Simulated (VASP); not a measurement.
# Br (Fd-3m) in VASP: single point with PBEsol

Aim: the single point of Br with PBEsol.

All numbers are computed with VASP 6.6.1; they aren't measurements. Logs are shortened: lines on timing, memory, paths and dates and some standing lists are left out, and cuts for length are marked.

## Step 1: The cell of the first run

Symmetry: Fd-3m, No. 227, cubic system. Conventional cell: a = 6.853 Å, b = 6.853 Å, c = 6.853 Å, α = 90.00°, β = 90.00°, γ = 90.00°. Br (site symmetry -43m) has 4 Br at 2.97 Å within 3.9 Å.

## Step 2: Single point, PBEsol (40.23 Å³/atom)

File INCAR:

```
SYSTEM = Br
ALGO = Normal ; EDIFF = 1E-6
ENCUT = 520 ; GGA = PS
ISIF = 2 ; ISMEAR = -1
LASPH = .True. ; LCHARG = .False.
LREAL = .False. ; LWAVE = .False.
NBANDS = 14 ; NELM = 80
PREC = Accurate ; SIGMA = 0.1
```

File KPOINTS:

```
k-points
0
Gamma
  11 11 11
  0 0 0
```

File POSCAR:

```
Br
1.0
    0.0000000000      3.4264276417      3.4264276417
    3.4264276417      0.0000000000      3.4264276417
    3.4264276417      3.4264276417      0.0000000000
Br
2
Direct
   -0.1250000000     -0.1250000000     -0.1250000000
    0.1250000000      0.1250000000      0.1250000000
```

Potentials or basis: VASP PAW PBE potentials, release 64 (Br).

Run with:

```
$ cat potpaw_PBE.64/Br/POTCAR > POTCAR
$ mpirun -np 1 vasp_std > vasp.out
```

OUTCAR:

```text
SYSTEM = Br
   EDIFF = 1E-6
   ENCUT = 520
   GGA = PS
   ISIF = 2
   ISMEAR = -1
   LASPH = .True.
   LREAL = .False.
   NELM = 80
   PREC = Accurate

 ion  position               nearest neighbor table
   1  0.875  0.875  0.875-
   2  0.125  0.125  0.125-

  LATTYP: Found a face centered cubic cell.
 ALAT       =     6.8528552834

  Lattice vectors:

 A1 = (   0.0000000000,   3.4264276417,   3.4264276417)
 A2 = (   3.4264276417,   0.0000000000,   3.4264276417)
 A3 = (   3.4264276417,   3.4264276417,   0.0000000000)

Analysis of symmetry for initial positions (statically):
=====================================================================
 Subroutine PRICEL returns:
 Original cell was already a primitive cell.

 Routine SETGRP: Setting up the symmetry group for a
 face centered cubic supercell.

 Subroutine GETGRP returns: Found 48 space group operations
 (whereof 12 operations were pure point group operations)
 out of a pool of 48 trial point group operations.

The static configuration has the point symmetry D_3d.
 The point group associated with its full space group is O_h .

Analysis of symmetry for dynamics (positions and initial velocities):
=====================================================================
 Subroutine PRICEL returns:
 Original cell was already a primitive cell.

 Routine SETGRP: Setting up the symmetry group for a
 face centered cubic supercell.

 Subroutine GETGRP returns: Found 48 space group operations
 (whereof 12 operations were pure point group operations)
 out of a pool of 48 trial point group operations.

The dynamic configuration has the point symmetry D_3d.
 The point group associated with its full space group is O_h .

 Subroutine INISYM returns: Found 48 space group operations
 (whereof 12 operations are pure point group operations),
 and found     1 'primitive' translations

----------------------------------------------------------------------------------------

                                     Primitive cell

  volume of cell :      80.4553

  direct lattice vectors                    reciprocal lattice vectors
     0.000000000  3.426427642  3.426427642    -0.145924576  0.145924576  0.145924576
     3.426427642  0.000000000  3.426427642     0.145924576 -0.145924576  0.145924576
     3.426427642  3.426427642  0.000000000     0.145924576  0.145924576 -0.145924576

  length of vectors
     4.845700441  4.845700441  4.845700441     0.252748779  0.252748779  0.252748779

  position of ions in fractional coordinates (direct lattice)
     0.875000000  0.875000000  0.875000000
     0.125000000  0.125000000  0.125000000

  ion indices of the primitive-cell ions
   primitive index   ion index
                 1           1
                 2           2

----------------------------------------------------------------------------------------

 KPOINTS: k-points

Automatic generation of k-mesh.
 Grid dimensions read from file:
 generate k-points for:   11   11   11

 Generating k-lattice:

  Cartesian coordinates                     Fractional coordinates (reciprocal lattice)
    -0.013265871  0.013265871  0.013265871     0.090909091  0.000000000  0.000000000
     0.013265871 -0.013265871  0.013265871     0.000000000  0.090909091  0.000000000
     0.013265871  0.013265871 -0.013265871     0.000000000  0.000000000  0.090909091

  Length of vectors
     0.022977162  0.022977162  0.022977162

  Shift w.r.t. Gamma in fractional coordinates (k-lattice)
     0.000000000  0.000000000  0.000000000

 Subroutine IBZKPT returns following result:
 ===========================================

 Found     56 irreducible k-points:

 Following reciprocal coordinates:
            Coordinates               Weight
  0.000000  0.000000  0.000000      1.000000
  0.090909  0.000000  0.000000      8.000000
  0.181818  0.000000  0.000000      8.000000
  0.272727  0.000000  0.000000      8.000000
  0.363636  0.000000  0.000000      8.000000
  0.454545  0.000000  0.000000      8.000000
[... 16 lines left out ...]
 -0.272727  0.181818  0.000000     24.000000
 -0.181818  0.181818  0.000000     12.000000
 [... further k-points ...]
   k-points           NKPTS =     56   k-points in BZ     NKDIM =     56   number of bands    NBANDS=     14
   number of dos      NEDOS =    301   number of ions     NIONS =      2
   total plane-waves  NPLWV =  46656
   dimension x,y,z NGX =    36 NGY =   36 NGZ =   36
   dimension x,y,z NGXF=    72 NGYF=   72 NGZF=   72
   ions per type =               2
   NGX,Y,Z   is equivalent  to a cutoff of  12.35, 12.35, 12.35 a.u.
   NGXF,Y,Z  is equivalent  to a cutoff of  24.70, 24.70, 24.70 a.u.
 SYSTEM =  Br
   PREC   = accura    normal or accurate (medium, high low for compatibility)
   ISTART =      0    job   : 0-new  1-cont  2-samecut
   ICHARG =      2    charge: 1-file 2-atom 10-const
   ISPIN  =      1    spin polarized calculation?
   LNONCOLLINEAR =      F non collinear calculations
   LSORBIT =      F    spin-orbit coupling
   LASPH  =      T    aspherical Exc in radial PAW
   ENCUT  =  520.0 eV  38.22 Ry    6.18 a.u.   9.01  9.01  9.01*2*pi/ulx,y,z
   NELM   =     80;   NELMIN=  2; NELMDL= -5     # of ELM steps
   EDIFF  = 0.1E-05   stopping-criterion for ELM
   LREAL  =      F    real-space projection
   EDIFFG = 0.1E-04   stopping-criterion for IOM
   NSW    =      0    number of steps for IOM
   IBRION =     -1    ionic relax: 0-MD 1-quasi-New 2-CG
   NFREE  =      0    steps in history (QN), initial steepest desc. (CG)
   ISIF   =      2    stress and relaxation
   ISYM   =      2    0-nonsym 1-usesym 2-fastsym
   POTIM  = 0.5000    time-step for ionic-motion
   TEBEG  =    0.0;   TEEND  =   0.0 temperature during run
   PSTRESS=    0.0 pullay stress
   NELECT =      14.0000    total number of electrons
   NUPDOWN=      -1.0000    fix difference up-down
   EMIN   =  10.00;   EMAX   =-10.00  energy-range for DOS
   EFERMI =   0.00;   METHOD = LEGACY
   ISMEAR =    -1;   SIGMA  =   0.10  broadening in eV -4-tet -1-fermi 0-gaus
   EFERMI_NEDOS =   21; number of points for ismear=-14 and -15
   IALGO  =     38    algorithm
   IMIX   =      4    mixing-type and parameters
     AMIX     =   0.40;   BMIX     =  1.00
     AMIX_MAG =   1.60;   BMIX_MAG =  1.00
  volume/ion in A,a.u.               =      40.23       271.47
  Fermi-wavevector in a.u.,A,eV,Ry     =   0.913971  1.727156 11.365542  0.835344
  Thomas-Fermi vector in A             =   2.038545
   LORBIT       =      0    0 simple, 1 ext, 2 COOP (PROOUT), +10 PAW based schemes
   GGA     = PS    functional components
   LHFCALC =     F    Hartree Fock is set to
   AEXX    =    0.0000 exact exchange contribution
   IVDW    =     0    specifies the selected vdW correction
   LEPSILON=     F    determine dielectric tensor
   LRPA    =     F    only Hartree local field effects (RPA)
 non-spin polarized calculation
  energy-cutoff  :      520.00
  volume of cell :       80.46
 maximum number of plane-waves:      2186
   NGX = 17   NGY = 17   NGZ = 17

 number of electron      13.9999999 magnetization

 Free energy of the ion-electron system (eV)
  ---------------------------------------------------
  ext. energy  EPLUGINS =         0.00000000
  ---------------------------------------------------
  free energy    TOTEN  =        -2.43570560 eV

  energy without entropy =       -2.29662480  energy(sigma->0) =       -2.36616520

 E-fermi :  -0.8885     XC(G=0):  -7.1507

 val. band max:       -0.8934565416   @ k =  -0.4545   0.2727   0.0909
 cond. band min:      -0.8869549574   @ k =  -0.2727   0.1818   0.0000
 fundamental gap:      0.0065015843
 Fermi energy:        -0.8884987118

 k-point     1 :       0.0000    0.0000    0.0000
  band No.  band energies     occupation
      1     -16.2426      2.00000
      2     -13.9471      2.00000
      3      -3.8347      2.00000
      4      -3.8347      2.00000
      5      -3.8347      2.00000
      6      -1.8591      1.99988
      7      -1.8591      1.99988
      8      -1.8591      1.99988
      9       4.1916      0.00000
     10       8.0191      0.00000
     11       8.0191      0.00000
     12       9.5378      0.00000
     13       9.5378      0.00000
     14       9.5378      0.00000

 k-point     2 :       0.0909    0.0000    0.0000
  band No.  band energies     occupation
      1     -16.2134      2.00000
      2     -13.9907      2.00000
      3      -3.8774      2.00000
      4      -3.8774      2.00000
      5      -3.8699      2.00000
      6      -1.8197      1.99982
      7      -1.8002      1.99978
      8      -1.8002      1.99978
      9       4.3714      0.00000
     10       7.8470      0.00000
     11       7.8470      0.00000
     12       9.3773      0.00000
     13       9.9041      0.00000
     14       9.9041      0.00000

 k-point     3 :       0.1818    0.0000    0.0000
  band No.  band energies     occupation
      1     -16.1294      2.00000
      2     -14.1127      2.00000
      3      -3.9812      2.00000
      4      -3.9812      2.00000
      5      -3.9721      2.00000
      6      -1.6874      1.99932
      7      -1.6536      1.99905
      8      -1.6536      1.99905
      9       4.8444      0.00000
     10       7.6118      0.00000
     11       7.6118      0.00000
     12       9.0702      0.00000
     13      10.6639      0.00000
     14      10.6640      0.00000

 k-point     4 :       0.2727    0.0000    0.0000
  band No.  band energies     occupation
      1     -16.0029      2.00000
      2     -14.2881      2.00000
      3      -4.1149      2.00000
      4      -4.0997      2.00000
      5      -4.0997      2.00000
      6      -1.4811      1.99468
      7      -1.4811      1.99468
      8      -1.4655      1.99378
      9       5.4389      0.00000
     10       7.5333      0.00000
     11       7.5333      0.00000
     12       8.6169      0.00000
     13      10.0483      0.00000
     14      10.8849      0.00000

 k-point     5 :       0.3636    0.0000    0.0000
  band No.  band energies     occupation
      1     -15.8606      2.00000
      2     -14.4746      2.00000
      3      -4.2483      2.00000
      4      -4.1960      2.00000
      5      -4.1960      2.00000
      6      -1.3374      1.97778
      7      -1.3374      1.97778
      8      -1.2194      1.92949
      9       5.9799      0.00000
     10       7.6388      0.00000
     11       7.6388      0.00000
[... 276 lines left out ...]
 k-point    22 :      -0.3636    0.1818    0.0000
  band No.  band energies     occupation
      1     -15.6814      2.00000
      2     -14.6935      2.00000
      3      -4.7713      2.00000
      4      -4.3141      2.00000
      5      -3.6533      2.00000
      6      -1.6970      1.99938
      7      -1.1426      1.85397
      8      -0.7600      0.43327
      9       6.1260      0.00000
     10       7.0272      0.00000
     11       7.4872      0.00000
     12       8.4699      0.00000
     13      10.6461      0.00000
     14      10.7225      0.00000

 k-point    23 :      -0.2727    0.1818    0.0000
  band No.  band energies     occupation
      1     -15.8135      2.00000
      2     -14.5331      2.00000
      3      -4.6706      2.00000
      4      -4.2028      2.00000
      5      -3.7025      2.00000
      6      -1.7159      1.99949
      7      -1.3127      1.97166
      8      -0.8870      0.99228
      9       5.9915      0.00000
     10       7.1951      0.00000
     11       7.2870      0.00000
     12       8.7035      0.00000
     13      10.3500      0.00000
     14      10.8817      0.00000

 k-point    24 :      -0.1818    0.1818    0.0000
  band No.  band energies     occupation
      1     -15.9549      2.00000
      2     -14.3519      2.00000
      3      -4.4833      2.00000
      4      -4.0822      2.00000
      5      -3.7753      2.00000
      6      -1.7545      1.99965
      7      -1.4947      1.99535
      8      -1.0903      1.76541
      9       5.6301      0.00000
     10       7.1195      0.00000
     11       7.4632      0.00000
     12       9.2966      0.00000
     13      10.0153      0.00000
     14      10.8075      0.00000

 [... further k-points ...]

------------------------ aborting loop because EDIFF is reached ----------------------------------------

  FORCE on cell =-STRESS in cart. coord.  units (eV):
  Direction    XX          YY          ZZ          XY          YZ          ZX
  --------------------------------------------------------------------------------------
  -------------------------------------------------------------------------------------
  Total        0.0125803      0.0125803      0.0125803      0.0000000      0.0000000      0.0000000
  in kB        0.2505231      0.2505231      0.2505231      0.0000000      0.0000000      0.0000000
  external PRESSURE =       0.2505231 kB  Pullay stress =       0.0000000 kB

 VOLUME and BASIS-vectors are now :
 -----------------------------------------------------------------------------
  energy-cutoff  :      520.00
  volume of cell :       80.46
      direct lattice vectors                 reciprocal lattice vectors
     0.000000000  3.426427642  3.426427642    -0.145924576  0.145924576  0.145924576
     3.426427642  0.000000000  3.426427642     0.145924576 -0.145924576  0.145924576
     3.426427642  3.426427642  0.000000000     0.145924576  0.145924576 -0.145924576

 POSITION                                       TOTAL-FORCE (eV/Angst)
 -----------------------------------------------------------------------------------
      5.99625      5.99625      5.99625         0.000000      0.000000      0.000000
      0.85661      0.85661      0.85661        -0.000000     -0.000000     -0.000000
 -----------------------------------------------------------------------------------
    total drift:                               -0.000000      0.000000      0.000000

  FREE ENERGIE OF THE ION-ELECTRON SYSTEM (eV)
  ---------------------------------------------------
  free  energy   TOTEN  =        -2.4357055988 eV

  energy  without entropy=       -2.2966247962  energy(sigma->0) =       -2.36616520
```

It took 65 s on 1 thread of Intel Xeon 8259CL, shared host; peak memory 0.22 GiB.

What came out:

- Free energy: -2.4357 eV
- Pressure: 0.0 GPa
- Band gap on the k mesh: zero (bands 7 and 8 overlap by 1.36 eV)

Caveat: the PAW data sets were made with another functional, which shifts forces and pressure a little.
